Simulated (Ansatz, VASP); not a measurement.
Li in VASP and in Ansatz

```xyz
8
Lattice="5.4530 0.0000 0.0000 0.0000 5.4530 0.0000 0.0000 0.0000 5.4530" Properties=species:S:1:pos:R:3 pbc="T T T"
Li    2.7265    2.7265    2.7265
Li    0.0000    0.0000    0.0000
Li    1.3632    0.0000    2.7265
Li    2.7265    1.3632    0.0000
Li    2.7265    4.0897    0.0000
Li    4.0897    0.0000    2.7265
Li    0.0000    2.7265    4.0897
Li    0.0000    2.7265    1.3632
```

Alike in both runs: task relaxation of cell and atoms; functional PBE; k mesh 8 × 8 × 8; occupations fermi-dirac, width 0.15 eV; no spin polarisation.

|  | VASP | Ansatz |
| --- | --- | --- |
| version | VASP 6.6.1 | Ansatz 0.2.0 |
| potentials or method | VASP PAW PBE potentials, release 64 (Li_sv), cutoff 600 eV | scalar-relativistic, plane waves, PAW |
| valence electrons in the cell | 24 | 24 |

|  | VASP | Ansatz | Ansatz less VASP |
| --- | --- | --- | --- |
| gap on the k mesh at the Fermi level, each at its own relaxed structure (eV) | none | none | - |
| relaxed volume (Å³/atom) | 20.17 | 20.34 | +0.167 |
| relaxed cell length with the largest relative difference (Å) | 5.444 | 5.459 | +0.0150 |

A gap of «none» marks a metal or a gap that the smearing closes.

Noted on VASP's run: the cutoff is short for stress, so the pressure is rough.
